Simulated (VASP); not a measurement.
Set up this calculation in VASP 6.6.1, as the native input.

| Item | Value |
| --- | --- |
| Task | relaxation of the atoms |
| Functional | PBEsol |
| Potentials or basis | VASP PAW PBE potentials, release 64 (B, N) |
| Cutoff | 520 eV |
| k mesh | 9 × 9 × 6 |
| Occupations | gaussian, width 0.02 eV |
| Spin | no spin polarisation |
| Dipole correction | no |
| Further INCAR settings | ALGO = Normal; EDIFF = 1e-06; IBRION = 2; EDIFFG = -0.002; NSW = 60 |

The structure of BN (sol2) lies in POSCAR:

```
BN
1.0
    2.5024521521      0.0000000000      0.0000000000
   -1.2512260761      2.1671871355      0.0000000000
    0.0000000000      0.0000000000      4.2124704523
B N
2 2
Direct
    0.3333333333      0.6666666667     -0.0001864914
    0.6666666667      0.3333333333      0.4998135086
    0.3333333333      0.6666666667      0.3741864914
    0.6666666667      0.3333333333      0.8741864914
```

This cell differs from its parent crystal: strained cell.

These files were run (other wordings do the same):

INCAR

```
SYSTEM = BN
ALGO = Normal
EDIFF = 1E-6
EDIFFG = -0.002
ENCUT = 520
GGA = PS
IBRION = 2
ISIF = 2
ISMEAR = 0
LASPH = .TRUE.
LCHARG = .FALSE.
LREAL = .FALSE.
LWAVE = .FALSE.
NELM = 100
NSW = 60
PREC = Accurate
SIGMA = 0.02
```

KPOINTS

```
k-points
0
G
  9 9 6
  0 0 0
```

Potentials or basis: VASP PAW PBE potentials, release 64 (B, N).

Run with:

```console
$ cat potpaw_PBE.64/B/POTCAR potpaw_PBE.64/N/POTCAR > POTCAR
$ mpirun -np 1 vasp_std > vasp.out
```

It gave:

| Quantity | Value |
| --- | --- |
| Energy gained by relaxing | 0.0 meV/atom |
| Ionic steps | 3 |
| Pressure after relaxing | 12.3 GPa |
| Band gap on the k mesh | 4.78 eV, indirect (least direct gap 8.16 eV) |

Caveat: the cell differs from its parent crystal (strained cell); the PAW data sets were made with another functional, which shifts forces and pressure a little.

Wall time 54 s on 1 thread of AMD EPYC 7R13 (shared host), peak memory 0.11 GiB.
